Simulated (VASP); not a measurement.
Here is a VASP 6.6.1 calculation.

The input INCAR:

```
SYSTEM = Sc2Al
ALGO = Fast
EDIFF = 1E-7
ENCUT = 520
ISIF = 2
ISMEAR = 0
LASPH = .True.
LCHARG = .True.
LELF = .True.
LREAL = .False.
LVHAR = .True.
LWAVE = .False.
NBANDS = 34
NELM = 80
PREC = Accurate
SIGMA = 0.1
```

File KPOINTS:

```
k-points
0
Gamma
  12 12 6
  0 0 0
```

Contents of POSCAR:

```
Sc2Al
1.0
    4.8926114005      0.0000000000      0.0000000000
   -2.4463057002      4.2371257637      0.0000000000
    0.0000000000      0.0000000000      6.1614205700
Sc Al
4 2
Direct
    0.0000000000      0.0000000000      0.0000000000
    0.0000000000      0.0000000000      0.5000000000
    0.3333333333      0.6666666667      0.7500000000
    0.6666666667      0.3333333333      0.2500000000
    0.3333333333      0.6666666667      0.2500000000
    0.6666666667      0.3333333333      0.7500000000
```

Potentials or basis: VASP PAW LDA potentials, release 64 (Sc_sv, Al).

The run is started by

```console
$ cat potpaw_LDA.64/Sc_sv/POTCAR potpaw_LDA.64/Al/POTCAR > POTCAR
$ mpirun -np 1 vasp_std > vasp.out
```

Question: What does it give for the band gap on the k mesh?

Answer: Zero (band 25 reaches 4.94 eV, above the bottom of band 26 at 4.22 eV).

Question: Estimate the pressure.

Answer: -4.5 GPa.

Stress tensor (GPa, compression positive):
```
-4.43  0.00  0.00
 0.00 -4.43  0.00
 0.00  0.00 -4.52
```
